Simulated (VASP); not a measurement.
Write the native input for VASP 6.6.1 that does the following.

```
Task                   : single point
Functional             : PBE
Potentials or basis    : VASP PAW PBE potentials, release 64 (C)
Cutoff                 : 520 eV
k mesh                 : 12 × 12 × 2
Occupations            : gaussian, width 0.05 eV
Spin                   : no spin polarisation
Dipole correction      : no
Further INCAR settings : ALGO = Normal; EDIFF = 1e-07; NBANDS = 36
```

The structure of C lies in POSCAR:

```
C
1.0
    2.4449293754      0.1386300161      0.1386300161
   -1.1024075720      2.0480559415      0.0507421076
    0.6836011873      0.6836011873     12.0562391216
C
12
Direct
    0.0000000000      0.0000000000      0.1868593266
    0.0000000000      0.0000000000      0.6868593266
    0.0000000000      0.0000000000      0.3131406734
    0.0000000000      0.0000000000      0.8131406734
    0.3333333333      0.6666666667      0.5207665411
    0.6666666667      0.3333333333      0.0207665411
    0.3333333333      0.6666666667      0.9792334589
    0.6666666667      0.3333333333      0.4792334589
    0.3333333333      0.6666666667      0.6450950823
    0.6666666667      0.3333333333      0.1450950823
    0.3333333333      0.6666666667      0.8549049177
    0.6666666667      0.3333333333      0.3549049177
```

These files were run (other wordings do the same):

INCAR

```
PREC     = Accurate       # precision mode
ENCUT    = 520            # plane-wave cutoff, eV
EDIFF    = 1E-7           # SCF threshold, eV
ISMEAR   = 0              # smearing method
SIGMA    = 0.05           # smearing width, eV
LREAL    = F              # projectors in reciprocal space
LASPH    = T              # aspherical terms in the spheres
NELM     = 60             # most SCF steps
ALGO     = Normal         # electronic algorithm
ISIF     = 2              # what is computed and relaxed
LWAVE    = F              # write WAVECAR
LCHARG   = T              # write CHGCAR
GGA      = PE             # functional
LELF     = T              # ELF
LVHAR    = T            
NBANDS   = 36             # bands
```

KPOINTS

```
regular mesh
0
Gamma
  12 12 2
```

Potentials or basis: VASP PAW PBE potentials, release 64 (C).

Launch:

```bash
$ cat potpaw_PBE.64/C/POTCAR > POTCAR
$ mpirun -np 1 vasp_std > vasp.out
```

It gave:

* Pressure: 61.3 GPa
* Largest force: 1.360 eV/Å
* Band gap on the k mesh: 2.05 eV (least direct gap 2.31 eV)

Caveat: the cell stands under pressure; forces of over 1 eV/Å act on the atoms, so gaps and moduli don't describe the material at rest.

Run time: 2.8 min on 1 thread of Intel(R) Xeon(R) 6975P-C (Granite Rapids), with other jobs on the host, peak memory 0.32 GiB.
